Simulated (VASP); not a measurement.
# PbS (Fm-3m) in VASP: single point with LDA

Aim: the single point of PbS with LDA.

All numbers are computed with VASP 6.6.1; they aren't measurements. Logs are shortened: lines on timing, memory, paths and dates and some standing lists are left out, and cuts for length are marked.

**1. The cell of the first run**

It takes space group Fm-3m (No. 225, cubic). The conventional cell has a = 5.930 Å, b = 5.930 Å, c = 5.930 Å, α = 90.00°, β = 90.00°, γ = 90.00°. Pb (site symmetry m-3m) has 6 S at 2.96 Å within 3.9 Å. S (site symmetry m-3m) has 6 Pb at 2.96 Å within 3.9 Å.

**2. Single point, LDA**

INCAR reads:

```
ALGO = Normal
EDIFF = 1E-6
ENCUT = 500
GGA_COMPAT = F
ISIF = 2
ISMEAR = 0
LASPH = T
LCHARG = F
LREAL = F
LWAVE = F
NBANDS = 17
NELM = 120
PREC = Accurate
SIGMA = 0.1
```

KPOINTS reads:

```
k-points
0
Gamma
  6 6 6
```

POSCAR reads:

```
PbS
1.0
    0.0000000000      2.9650000000      2.9650000000
    2.9650000000      0.0000000000      2.9650000000
    2.9650000000      2.9650000000      0.0000000000
Pb S
1 1
Direct
    0.0000000000      0.0000000000      0.0000000000
    0.5000000000      0.5000000000      0.5000000000
```

Potentials or basis: VASP PAW LDA potentials, release 64 (Pb_d, S).

Command:

```
cat potpaw_LDA.64/Pb_d/POTCAR potpaw_LDA.64/S/POTCAR > POTCAR
mpirun -np 1 vasp_std > vasp.out
```

OUTCAR:

```text
EDIFF = 1E-6
   ENCUT = 500
   ISIF = 2
   ISMEAR = 0
   LASPH = T
   LREAL = F
   NELM = 120
   PREC = Accurate

 ion  position               nearest neighbor table
   1  0.000  0.000  0.000-   2 2.96   2 2.96   2 2.96   2 2.96   2 2.96   2 2.96
   2  0.500  0.500  0.500-   1 2.96   1 2.96   1 2.96   1 2.96   1 2.96   1 2.96

  LATTYP: Found a face centered cubic cell.
 ALAT       =     5.9300000000

  Lattice vectors:

 A1 = (   0.0000000000,   2.9650000000,   2.9650000000)
 A2 = (   2.9650000000,   0.0000000000,   2.9650000000)
 A3 = (   2.9650000000,   2.9650000000,   0.0000000000)

Analysis of symmetry for initial positions (statically):
=====================================================================
 Subroutine PRICEL returns:
 Original cell was already a primitive cell.

 Routine SETGRP: Setting up the symmetry group for a
 face centered cubic supercell.

 Subroutine GETGRP returns: Found 48 space group operations
 (whereof 48 operations were pure point group operations)
 out of a pool of 48 trial point group operations.

The static configuration has the point symmetry O_h .

Analysis of symmetry for dynamics (positions and initial velocities):
=====================================================================
 Subroutine PRICEL returns:
 Original cell was already a primitive cell.

 Routine SETGRP: Setting up the symmetry group for a
 face centered cubic supercell.

 Subroutine GETGRP returns: Found 48 space group operations
 (whereof 48 operations were pure point group operations)
 out of a pool of 48 trial point group operations.

The dynamic configuration has the point symmetry O_h .

 Subroutine INISYM returns: Found 48 space group operations
 (whereof 48 operations are pure point group operations),
 and found     1 'primitive' translations

----------------------------------------------------------------------------------------

                                     Primitive cell

  volume of cell :      52.1320

  direct lattice vectors                    reciprocal lattice vectors
     0.000000000  2.965000000  2.965000000    -0.168634064  0.168634064  0.168634064
     2.965000000  0.000000000  2.965000000     0.168634064 -0.168634064  0.168634064
     2.965000000  2.965000000  0.000000000     0.168634064  0.168634064 -0.168634064

  length of vectors
[... 71 lines left out ...]
   ENCUT  =  500.0 eV  36.75 Ry    6.06 a.u.   7.65  7.65  7.65*2*pi/ulx,y,z
   NELM   =    120;   NELMIN=  2; NELMDL= -5     # of ELM steps
   EDIFF  = 0.1E-05   stopping-criterion for ELM
   LREAL  =      F    real-space projection
   EDIFFG = 0.1E-04   stopping-criterion for IOM
   NSW    =      0    number of steps for IOM
   IBRION =     -1    ionic relax: 0-MD 1-quasi-New 2-CG
   NFREE  =      0    steps in history (QN), initial steepest desc. (CG)
   ISIF   =      2    stress and relaxation
   ISYM   =      2    0-nonsym 1-usesym 2-fastsym
   POTIM  = 0.5000    time-step for ionic-motion
   TEBEG  =    0.0;   TEEND  =   0.0 temperature during run
   PSTRESS=    0.0 pullay stress
   NELECT =      20.0000    total number of electrons
   NUPDOWN=      -1.0000    fix difference up-down
   EMIN   =  10.00;   EMAX   =-10.00  energy-range for DOS
   EFERMI =   0.00;   METHOD = LEGACY
   ISMEAR =     0;   SIGMA  =   0.10  broadening in eV -4-tet -1-fermi 0-gaus
   EFERMI_NEDOS =   21; number of points for ismear=-14 and -15
   IALGO  =     38    algorithm
   IMIX   =      4    mixing-type and parameters
     AMIX     =   0.40;   BMIX     =  1.00
     AMIX_MAG =   1.60;   BMIX_MAG =  1.00
  volume/ion in A,a.u.               =      26.07       175.90
  Fermi-wavevector in a.u.,A,eV,Ry     =   1.189552  2.247928 19.252709  1.415034
  Thomas-Fermi vector in A             =   2.325657
   LORBIT       =      0    0 simple, 1 ext, 2 COOP (PROOUT), +10 PAW based schemes
   GGA     = CA    functional components
   LHFCALC =     F    Hartree Fock is set to
   AEXX    =    0.0000 exact exchange contribution
   IVDW    =     0    specifies the selected vdW correction
   LEPSILON=     F    determine dielectric tensor
   LRPA    =     F    only Hartree local field effects (RPA)
 non-spin polarized calculation
 Gauss-broadening in eV      SIGMA  =   0.10
  energy-cutoff  :      500.00
  volume of cell :       52.13
 maximum number of plane-waves:      1363
 NGX is ok and might be reduce to    32
   NGX = 15   NGY = 15   NGZ = 15

 number of electron      19.9999998 magnetization

 Free energy of the ion-electron system (eV)
  ---------------------------------------------------
  ext. energy  EPLUGINS =         0.00000000
  ---------------------------------------------------
  free energy    TOTEN  =        -9.98497171 eV

  energy without entropy =       -9.98425109  energy(sigma->0) =       -9.98461140

 E-fermi :   5.7082     XC(G=0): -10.0334

 val. band max:        5.6049721339   @ k =   0.5000   0.0000   0.0000
 cond. band min:       5.8113318704   @ k =   0.5000   0.0000   0.0000
 fundamental gap:      0.2063597365
 Fermi energy:         5.7081520017

 k-point     1 :       0.0000    0.0000    0.0000
  band No.  band energies     occupation
      1     -11.1700      2.00000
      2     -11.1700      2.00000
      3     -11.1700      2.00000
      4     -11.1612      2.00000
      5     -11.1612      2.00000
      6      -7.9752      2.00000
[... 297 lines left out ...]
      4     -11.1302      2.00000
      5     -11.1067      2.00000
      6      -6.2135      2.00000
[... 9 lines left out ...]
     16      17.4073      0.00000
     17      17.8749      0.00000

------------------------ aborting loop because EDIFF is reached ----------------------------------------

  FORCE on cell =-STRESS in cart. coord.  units (eV):
  Direction    XX          YY          ZZ          XY          YZ          ZX
  --------------------------------------------------------------------------------------
  -------------------------------------------------------------------------------------
  Total       -0.8341410     -0.8341410     -0.8341410      0.0000000      0.0000000      0.0000000
  in kB      -25.6357446    -25.6357446    -25.6357446      0.0000000      0.0000000      0.0000000
  external PRESSURE =     -25.6357446 kB  Pullay stress =       0.0000000 kB

 VOLUME and BASIS-vectors are now :
 -----------------------------------------------------------------------------
  energy-cutoff  :      500.00
  volume of cell :       52.13
      direct lattice vectors                 reciprocal lattice vectors
     0.000000000  2.965000000  2.965000000    -0.168634064  0.168634064  0.168634064
     2.965000000  0.000000000  2.965000000     0.168634064 -0.168634064  0.168634064
     2.965000000  2.965000000  0.000000000     0.168634064  0.168634064 -0.168634064

 POSITION                                       TOTAL-FORCE (eV/Angst)
 -----------------------------------------------------------------------------------
      0.00000      0.00000      0.00000         0.000000      0.000000     -0.000000
      2.96500      2.96500      2.96500        -0.000000     -0.000000      0.000000
 -----------------------------------------------------------------------------------
    total drift:                                0.000000     -0.000000     -0.000000

  FREE ENERGIE OF THE ION-ELECTRON SYSTEM (eV)
  ---------------------------------------------------
  free  energy   TOTEN  =        -9.9849717097 eV

  energy  without entropy=       -9.9842510874  energy(sigma->0) =       -9.98461140
```

OSZICAR:

```text
N       E                     dE             d eps       ncg     rms          rms(c)
DAV:   1     0.152865913083E+03    0.15287E+03   -0.94953E+03   544   0.121E+03
DAV:   2     0.176990978316E+01   -0.15110E+03   -0.14611E+03   562   0.305E+02
DAV:   3    -0.101397825827E+02   -0.11910E+02   -0.11827E+02   743   0.921E+01
DAV:   4    -0.104263131334E+02   -0.28653E+00   -0.28631E+00   663   0.157E+01
DAV:   5    -0.104371431490E+02   -0.10830E-01   -0.10829E-01   821   0.301E+00    0.446E+00
DAV:   6    -0.999590527138E+01    0.44124E+00   -0.13210E+00   842   0.773E+00    0.313E+00
DAV:   7    -0.998905070127E+01    0.68546E-02   -0.10296E-01   653   0.160E+00    0.176E+00
DAV:   8    -0.998540986588E+01    0.36408E-02   -0.12428E-02   649   0.106E+00    0.253E-01
DAV:   9    -0.998495073184E+01    0.45913E-03   -0.27423E-03   835   0.396E-01    0.753E-02
DAV:  10    -0.998497597560E+01   -0.25244E-04   -0.15382E-04   609   0.743E-02    0.548E-02
DAV:  11    -0.998497191815E+01    0.40575E-05   -0.15112E-05   772   0.412E-02    0.649E-03
DAV:  12    -0.998497170971E+01    0.20843E-06   -0.92625E-07   406   0.144E-02
   1 F= -.99849717E+01 E0= -.99846114E+01  d E =-.720622E-03
```

Wall time 12 s (1 thread of Intel Xeon 6975P-C, shared host); peak memory 0.15 GiB.

What came out:

```
Free energy            : -9.9850 eV
Pressure               : -2.6 GPa
Band gap on the k mesh : 0.21 eV, direct
```

Caveat: spin-orbit coupling is left out, which moves the levels of the heavy elements.
